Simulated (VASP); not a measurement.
Wanted: the native input for a VASP 6.6.1 run.

```yaml
Task: single point
Functional: PBEsol
Potentials_or_basis: VASP PAW PBE potentials, release 64 (Nb_sv, Al, N)
Cutoff: 520 eV
k_mesh: 3 × 3 × 4
Occupations: gaussian, width 0.05 eV
Spin: collinear spin
Starting_moments: "[2.0, 0.0, 0.0, 0.0, 0.0, 0.0, 0.0, 0.0, 0.0, 0.0, 0.0, 0.0, 0.0, 0.0, 0.0, 0.0] μB"
Hubbard_terms: Nb d U = 2.0 eV
Dipole_correction: no
Further_INCAR_settings: LREAL = Auto; ALGO = Normal; EDIFF = 1e-06; NBANDS = 55
```

The structure of NbAl7N8 lies in POSCAR:

```
NbAl7N8
1.0
    6.2200009000      0.0000000000      0.0000000000
   -3.1100004000      5.3866788000      0.0000000000
    0.0000000000      0.0000000000      4.9800000000
Nb Al N
1 7 8
Direct
    0.3338417743      0.1666276143     -0.0348762699
    0.3342406972      0.6668325378      0.0049829633
    0.8337097530      0.1663245265      0.0050034951
    0.8336936286      0.6668201850      0.0050110067
    0.1637037653      0.3368497293      0.4970635264
    0.1636873568      0.8262611323      0.4970751282
    0.6742438362      0.3368391606      0.4970901299
    0.6672381422      0.8333371740      0.5015561599
    0.3338759008      0.1666459026      0.4321118678
    0.3365163943      0.6679721355      0.3802378052
    0.8325784308      0.1640550719      0.3802522820
    0.8325734744      0.6679534474      0.3802579307
    0.1519303112      0.3486090891      0.8740846827
    0.1519190416      0.8027449092      0.8741002976
    0.6977341548      0.3485889324      0.8741258016
    0.6672264891      0.8333369640      0.8824691579
```

One way to write it, as run:

INCAR

```
SYSTEM = NbAl7N8
PREC = Accurate
ENCUT = 520
EDIFF = 1E-6
ISMEAR = 0
SIGMA = 0.05
LREAL = Auto
LASPH = .TRUE.
NELM = 150
ALGO = Normal
ISIF = 2
LWAVE = .FALSE.
LCHARG = .FALSE.
ISPIN = 2
MAGMOM = 2 0 0 0 0 0 0 0 0 0 0 0 0 0 0 0
LORBIT = 11
LMAXMIX = 4
LDAU = .TRUE.
LDAUTYPE = 2
LDAUL = 2 -1 -1
LDAUU = 2 0 0
LDAUJ = 0 0 0
LDAUPRINT = 1
GGA = PS
NBANDS = 55
```

KPOINTS

```
Automatic mesh
0
G
  3 3 4
  0 0 0
```

Potentials or basis: VASP PAW PBE potentials, release 64 (Nb_sv, Al, N).

Launch:

```bash
$ cat potpaw_PBE.64/Nb_sv/POTCAR potpaw_PBE.64/Al/POTCAR potpaw_PBE.64/N/POTCAR > POTCAR
$ mpirun -np 1 vasp_std > vasp.out
```

It gave:

| Quantity | Value |
| --- | --- |
| Pressure | 11.2 GPa |
| Largest force | 0.060 eV/Å |
| Band gap on the k mesh | 0.29 eV (least direct gap 0.66 eV) |
| Net moment | 2.00 μB per cell |
| Site moments | Nb +1.31; Al +0.01, +0.00 (each value once); N +0.01, +0.00 (each value once) μB |
| Valence electrons inside the program's atomic spheres | Nb 10.78; Al 0.84, 0.83, 0.82 (each value once); N 3.81, 3.87, 3.89, 3.84 (each value once) |

Caveat: the stress differs along the axes, from 6 to 13 GPa; semilocal functionals underestimate gaps, and a narrow one can read as zero; the PAW data sets were made with another functional, which shifts forces and pressure a little.

It took 12 min on 1 thread of AMD EPYC 7R43 64-Core Processor (Zen 3), with other jobs on the host, peak memory 0.45 GiB.
